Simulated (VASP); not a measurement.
Re, 2 atoms in the cell. The structure is hexagonal, space group P6_3/mmc (No. 194). Conventional cell: a = 2.775 Å, b = 2.775 Å, c = 4.470 Å, α = 90.00°, β = 90.00°, γ = 120.00°. Within 3.6 Å of Re (site symmetry -6m2) lie 12 Re at 2.75 to 2.78 Å. 

- Program: VASP 6.6.1
- Task: single point
- Functional: LDA
- Potentials or basis: VASP PAW LDA potentials, release 64 (Re)
- Cutoff: 520 eV
- k mesh: 22 × 22 × 12
- Occupations: fermi-dirac, width 0.1 eV
- Spin: no spin polarisation
- Dipole correction: no
- Further INCAR settings: ALGO = Normal; EDIFF = 1e-06; NBANDS = 14

Potentials or basis: VASP PAW LDA potentials, release 64 (Re).

Command:

```sh
$ cat potpaw_LDA.64/Re/POTCAR > POTCAR
$ mpirun -np 1 vasp_std > vasp.out
```

Hardware: 1 thread of Intel(R) Xeon(R) 6975P-C (Granite Rapids), with other jobs on the host.

Q: How long does it take, and how much memory?

A: Run time: 52 s on 1 thread of Intel(R) Xeon(R) 6975P-C (Granite Rapids) (shared host), peak memory 0.25 GiB. Counts: scf iterations 11, k points 364.
